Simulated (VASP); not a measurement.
Here is a VASP 6.6.1 calculation.

POSCAR

```
CdS
1.0
    0.0000000000      3.0264000000      2.7936000000
    3.0264000000      0.0000000000      2.7936000000
    3.0264000000      3.0264000000      0.0000000000
Cd S
1 1
Direct
    0.0000000000      0.0000000000      0.0000000000
    0.7500000000      0.7500000000      0.7500000000
```

The input INCAR.step1:

```
PREC = Accurate
ENCUT = 520
ISMEAR = 0
SIGMA = 0.05
LREAL = False
LASPH = True
NELM = 100
NBANDS = 16
GGA = PE
ALGO = Normal
EDIFF = 1E-4
LWAVE = True
LCHARG = False
```

INCAR.step2

```
PREC = Accurate
ENCUT = 520
EDIFF = 1E-6
ISMEAR = 0
SIGMA = 0.05
LREAL = False
LASPH = True
NELM = 100
ALGO = Normal
ISIF = 2
LWAVE = False
LCHARG = False
METAGGA = R2SCAN
LMIXTAU = True
NBANDS = 16
ISTART = 1
```

Contents of KPOINTS:

```
Automatic mesh
0
Gamma
  8 8 8
```

Potentials or basis: VASP PAW PBE potentials, release 64 (Cd, S).

Launch:

```bash
$ cat potpaw_PBE.64/Cd/POTCAR potpaw_PBE.64/S/POTCAR > POTCAR
$ cp INCAR.step1 INCAR
$ mpirun -np 1 vasp_std > vasp.out
$ cp INCAR.step2 INCAR
$ mpirun -np 1 vasp_std > vasp.out
```

(1) Predict the band gap on the k mesh.

(2) Estimate the pressure.

## Answers

(1) 1.38 eV.

(2) -0.4 GPa.

Caveat: the cell differs from its parent crystal (strain +0.040 along x and y, -0.040 along z); the PAW data sets were made with another functional, which shifts forces and pressure a little.
